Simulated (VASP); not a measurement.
InSb: single point with PBE

InSb:

```
CELL_PARAMETERS angstrom
2.81902 0.00000 0.00000
0.00000 2.81902 0.00000
0.00000 0.00000 7.40349
ATOMIC_POSITIONS crystal
In 0.00000 0.00000 0.00000
Sb 0.00000 0.00000 0.50000
```

This cell differs from its parent crystal: ratio of the length along z to the lengths across it x 1.3, volume and fractional coordinates fixed.

```json
{
  "Program": "VASP 6.6.1",
  "Task": "single point",
  "Functional": "PBE",
  "Potentials or basis": "VASP PAW PBE potentials, release 64 (In_d, Sb)",
  "Cutoff": "520 eV",
  "k mesh": "18 × 18 × 10",
  "Occupations": "gaussian, width 0.15 eV",
  "Spin": "no spin polarisation"
}
```

```
Pressure               : 7.7 GPa
Band gap on the k mesh : zero (band 9 reaches 8.63 eV, above the bottom of band 10 at 5.22 eV)
```

Stress tensor (GPa, compression positive):
```
14.12  0.00  0.00
 0.00 14.12  0.00
 0.00  0.00 -5.03
```

Levels at points of the mesh, in eV from the Fermi level:
| k point | band 6 | band 7 | band 8 | band 9 | band 10 | band 11 | band 12 | band 13 |
| --- | --- | --- | --- | --- | --- | --- | --- | --- |
| (0.00, 0.00, 0.00) | -12.75 | -8.38 | -4.70 | 0.84 | 4.62 | 6.02 | 6.02 | 8.95 |
| (0.50, 0.00, 0.00) | -8.89 | -6.02 | -3.45 | -2.77 | -1.33 | 2.83 | 4.42 | 8.51 |
| (0.50, 0.50, 0.00) | -4.48 | -3.18 | -3.18 | 0.78 | 0.78 | 1.97 | 2.00 | 2.85 |
| (0.00, 0.00, 0.50) | -12.74 | -8.63 | -3.32 | -1.61 | 6.04 | 6.04 | 8.77 | 8.95 |
| (0.50, 0.00, 0.50) | -8.89 | -5.99 | -3.84 | -2.91 | 0.08 | 2.26 | 4.10 | 5.23 |
| (0.50, 0.50, 0.50) | -4.48 | -3.16 | -3.16 | 0.67 | 0.67 | 0.98 | 2.90 | 4.01 |

Run time: 4 min on 1 thread of Intel(R) Xeon(R) Platinum 8259CL CPU @ 2.50GHz (Skylake/Cascade Lake), on a shared host, peak memory 0.44 GiB.

Caveat: spin-orbit coupling is left out, which moves the levels of the heavy elements.
